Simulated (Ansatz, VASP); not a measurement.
**One calculation of GaP, two programs**

POSCAR

```
GaP
1.0
    0.0000000000      2.5923998101      2.5923998101
    2.5923998101      0.0000000000      2.5923998101
    2.5923998101      2.5923998101      0.0000000000
Ga P
1 1
Direct
    0.0000000000      0.0000000000      0.0000000000
    0.2500000000      0.2500000000      0.2500000000
```

The input INCAR.step1:

```
  PREC = Accurate
  ENCUT = 520
  ISMEAR = 0
  SIGMA = 0.01
  LREAL = False
  LASPH = True
  NELM = 60
  NBANDS = 16
  GGA = PE
  ALGO = Normal
  EDIFF = 1E-4
  LWAVE = True
  LCHARG = False
```

File INCAR.step2:

```
  PREC = Accurate
  ENCUT = 520
  EDIFF = 1E-6
  ISMEAR = 0
  SIGMA = 0.01
  LREAL = False
  LASPH = True
  NELM = 60
  ALGO = Normal
  ISIF = 2
  LWAVE = False
  LCHARG = False
  METAGGA = R2SCAN
  LMIXTAU = True
  NBANDS = 16
  ISTART = 1
```

The input KPOINTS:

```
regular mesh
0
Gamma
  8 8 8
```

Input for Ansatz:

```yaml
crystal:
  lattice:
    - [0.0, 2.5923998101, 2.5923998101]
    - [2.5923998101, 0.0, 2.5923998101]
    - [2.5923998101, 2.5923998101, 0.0]
  atoms:
    - { symbol: Ga, position: [0.0, 0.0, 0.0] }
    - { symbol: P, position: [0.25, 0.25, 0.25] }
kpoints:
  mp_grid: { grid: [8, 8, 8] }
  band_path:
    path:
      - [0.0, 0.0, 0.0]
      - [-0.5, -0.5, 0.0]
      - [-0.375, -0.375, 0.25]
      - [-0.375, 0.0, 0.375]
      - [0.0, 0.0, 0.5]
      - [-0.5, -0.25, 0.25]
      - [-0.45, -0.45, 0.0]
    npoints: 1
hamiltonian:
  xc: r2scan
scf:
  occupations: { method: fixed }
  n_extra_bands: 4
output:
  forces: true
  stress: true
  eigenvalues: true
```

Change from the starting cell: hydrostatic strain -4.9%.

Alike in both runs: task single point; functional r2SCAN; k mesh 8 × 8 × 8; no spin polarisation.

|  | VASP | Ansatz |
| --- | --- | --- |
| version | VASP 6.6.1 | Ansatz 0.2.0 |
| potentials or method | VASP PAW PBE potentials, release 64 (Ga_d, P) | plane waves, PAW |
| plane-wave cutoff (eV) | 520 | 500 |
| occupations | gaussian, width 0.01 eV | fixed |
| valence electrons in the cell | 18 | 18 |

```tsv
	VASP	Ansatz	Ansatz less VASP
gap on the k mesh at the Fermi level (eV)	1.56	1.56	-0.003
pressure (GPa)	18.3	18.3	+0.02
```

VASP's potentials were made for PBE, not for r2SCAN.
